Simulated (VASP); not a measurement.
# Mg: single point with r2SCAN

Mg:

```
CELL_PARAMETERS angstrom
5.69333 0.00000 0.00000
0.00000 5.69333 0.00000
0.00000 0.00000 5.69333
ATOMIC_POSITIONS crystal
Mg 0.00000 0.00000 0.00000
Mg 0.50000 0.50000 0.50000
Mg 0.25000 0.00000 0.50000
Mg 0.75000 0.00000 0.50000
Mg 0.50000 0.25000 0.00000
Mg 0.50000 0.75000 0.00000
Mg 0.00000 0.50000 0.25000
Mg 0.00000 0.50000 0.75000
```

```yaml
Program: VASP 6.6.1
Task: single point
Functional: r2SCAN
Potentials_or_basis: VASP PAW PBE potentials, release 64 (Mg)
Cutoff: 520 eV
k_mesh: 6 × 6 × 6
Occupations: fermi-dirac, width 0.1 eV
Spin: no spin polarisation
Dipole_correction: no
Further_INCAR_settings: ALGO = Normal; EDIFF = 1e-06; NBANDS = 18
```

```yaml
Pressure: -0.3 GPa
Band_gap_on_the_k_mesh: zero (bands 8 and 9 overlap by 2.71 eV)
```

Levels at points of the mesh, in eV from the Fermi level:
| k point | band 4 | band 5 | band 6 | band 7 | band 8 | band 9 | band 10 | band 11 | band 12 | band 13 |
| --- | --- | --- | --- | --- | --- | --- | --- | --- | --- | --- |
| (0.00, 0.00, 0.00) | -2.43 | -2.42 | -2.42 | -2.40 | 1.71 | 1.71 | 1.71 | 1.78 | 1.78 | 2.23 |
| (0.50, 0.00, 0.00) | -1.45 | -1.42 | -1.42 | -1.09 | -1.09 | -1.00 | -1.00 | 2.84 | 2.84 | 3.04 |
| (0.50, 0.50, 0.00) | -4.79 | -0.70 | -0.34 | -0.34 | -0.19 | 0.01 | 0.23 | 0.23 | 0.71 | 4.13 |
| (0.50, 0.50, 0.50) | -3.60 | -3.60 | -3.60 | -3.58 | -3.58 | 5.07 | 5.07 | 5.07 | 5.07 | 5.07 |

Wall time 6.8 min on 1 thread of Intel Xeon 8259CL, on a shared host, peak memory 0.3 GiB.

Caveat: the PAW data sets were made with another functional, which shifts forces and pressure a little.
